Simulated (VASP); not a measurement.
A run of VASP 6.6.1:

File INCAR:

```
SYSTEM = Al4Co3Ni
PREC = Accurate
ENCUT = 520
EDIFF = 1E-6
ISMEAR = 0
SIGMA = 0.1
LREAL = .FALSE.
LASPH = .TRUE.
NELM = 150
ALGO = Normal
ISIF = 2
LWAVE = .FALSE.
LCHARG = .FALSE.
ISPIN = 2
MAGMOM = 0 0 0 0 0.12 0.35 0.35 0.35
LORBIT = 11
LMAXMIX = 4
GGA = PE
NBANDS = 38
```

The input KPOINTS:

```
regular mesh
0
G
  10 10 10
  0 0 0
```

File POSCAR:

```
Al4Co3Ni
1.0
   -2.8069468847      2.8069468847      2.8069468847
    2.8069468847     -2.8069468847      2.8069468847
    2.8069468847      2.8069468847     -2.8069468847
Al Ni Co
4 1 3
Direct
    0.0000000000      0.5000000000      0.0000000000
    0.5000000000      0.0000000000      0.0000000000
    0.5000000000      0.5000000000      0.5000000000
    0.0000000000      0.0000000000      0.5000000000
    0.0000000000      0.0000000000      0.0000000000
    0.5000000000      0.0000000000      0.5000000000
    0.0000000000      0.5000000000      0.5000000000
    0.5000000000      0.5000000000      0.0000000000
```

Potentials or basis: VASP PAW PBE potentials, release 64 (Al, Ni, Co).

The run is started by

```sh
$ cat potpaw_PBE.64/Al/POTCAR potpaw_PBE.64/Ni/POTCAR potpaw_PBE.64/Co/POTCAR > POTCAR
$ mpirun -np 1 vasp_std > vasp.out
```

Hardware: 1 thread of Intel(R) Xeon(R) 6975P-C (Granite Rapids), on a shared host.

Task: How long does it take, and how much memory?

Result: Wall time 2.6 min on 1 thread of Intel(R) Xeon(R) 6975P-C (Granite Rapids) (shared host), peak memory 0.4 GiB. Counts: scf iterations 16, k points 47.
